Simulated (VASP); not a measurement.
A run of VASP 6.6.1:

The input POSCAR:

```
MnSi
1.0
    4.5480000000      0.0000000000      0.0000000000
    0.0000000000      4.5480000000      0.0000000000
    0.0000000000      0.0000000000      4.5480000000
Mn Si
4 4
Direct
    0.1380000000      0.1380000000      0.1380000000
    0.3620000000      0.8620000000      0.6380000000
    0.6380000000      0.3620000000      0.8620000000
    0.8620000000      0.6380000000      0.3620000000
    0.8460000000      0.8460000000      0.8460000000
    0.6540000000      0.1540000000      0.3460000000
    0.3460000000      0.6540000000      0.1540000000
    0.1540000000      0.3460000000      0.6540000000
```

File INCAR.step1:

```
SYSTEM = MnSi
PREC = Accurate ; ENCUT = 520
ISMEAR = -1 ; SIGMA = 0.1
LREAL = .FALSE. ; LASPH = .TRUE.
NELM = 150 ; ISPIN = 2
MAGMOM = 4.5 0 0 0 0 0 0 0 ; LMAXMIX = 4
NBANDS = 48 ; GGA = PE
ALGO = Normal ; EDIFF = 1E-4
LWAVE = .TRUE. ; LCHARG = .FALSE.
```

Contents of INCAR.step2:

```
SYSTEM = MnSi
PREC = Accurate ; ENCUT = 520
EDIFF = 1E-7 ; ISMEAR = -1
SIGMA = 0.1 ; LREAL = .FALSE.
LASPH = .TRUE. ; NELM = 150
ALGO = Normal ; ISIF = 2
LWAVE = .FALSE. ; LCHARG = .FALSE.
ISPIN = 2 ; MAGMOM = 4.5 0 0 0 0 0 0 0
LORBIT = 11 ; LMAXMIX = 4
METAGGA = R2SCAN ; LMIXTAU = .TRUE.
NBANDS = 48 ; ISTART = 1
```

Contents of KPOINTS:

```
Automatic mesh
0
G
  4 4 4
  0 0 0
```

Potentials or basis: VASP PAW PBE potentials, release 64 (Mn_pv, Si).

Launch:

```bash
$ cat potpaw_PBE.64/Mn_pv/POTCAR potpaw_PBE.64/Si/POTCAR > POTCAR
$ cp INCAR.step1 INCAR
$ mpirun -np 1 vasp_std > vasp.out
$ cp INCAR.step2 INCAR
$ mpirun -np 1 vasp_std > vasp.out
```

Hardware: 1 thread of Intel(R) Xeon(R) Platinum 8259CL CPU @ 2.50GHz (Skylake/Cascade Lake) (shared host).

Task: Estimate the wall time of this run.

Result: Run time: 22 min on 1 thread of Intel(R) Xeon(R) Platinum 8259CL CPU @ 2.50GHz (Skylake/Cascade Lake) (shared host), peak memory 0.31 GiB. Counts: k points 14.
